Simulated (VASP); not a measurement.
A run of VASP 6.6.1 is set up as follows.

INCAR

```
  PREC = Accurate
  ENCUT = 520
  EDIFF = 1E-6
  ISMEAR = 0
  SIGMA = 0.05
  LREAL = F
  LASPH = T
  NELM = 150
  ALGO = Fast
  ISIF = 2
  LWAVE = F
  LCHARG = T
  ISPIN = 2
  MAGMOM = 0.8 -0.8
  LORBIT = 11
  LMAXMIX = 4
  GGA = PS
  LELF = T
  LVHAR = T
  NBANDS = 21
```

File KPOINTS:

```
Automatic mesh
0
Gamma
  16 16 8
```

File POSCAR:

```
Ni
1.0
    0.0000000000      1.7600025826      1.7600025826
    1.7600025826      0.0000000000      1.7600025826
    3.5200051652      3.5200051652      0.0000000000
Ni
2
Direct
    0.0000000000      0.0000000000      0.0000000000
    0.0000000000      0.0000000000      0.5000000000
```

Potentials or basis: VASP PAW PBE potentials, release 64 (Ni).

Command:

```bash
$ cat potpaw_PBE.64/Ni/POTCAR > POTCAR
$ mpirun -np 1 vasp_std > vasp.out
```

Problem. Predict the site moments.

Solution. Ni +0.27, -0.27 μB.

Problem. What does it give for the net moment?

Solution. 0.00 μB per cell.

Stress tensor (GPa, compression positive):
```
-10.55   0.27  -0.27
  0.27 -10.55  -0.27
 -0.27  -0.27 -10.55
```

Caveat: the PAW data sets were made with another functional, which shifts forces and pressure a little.
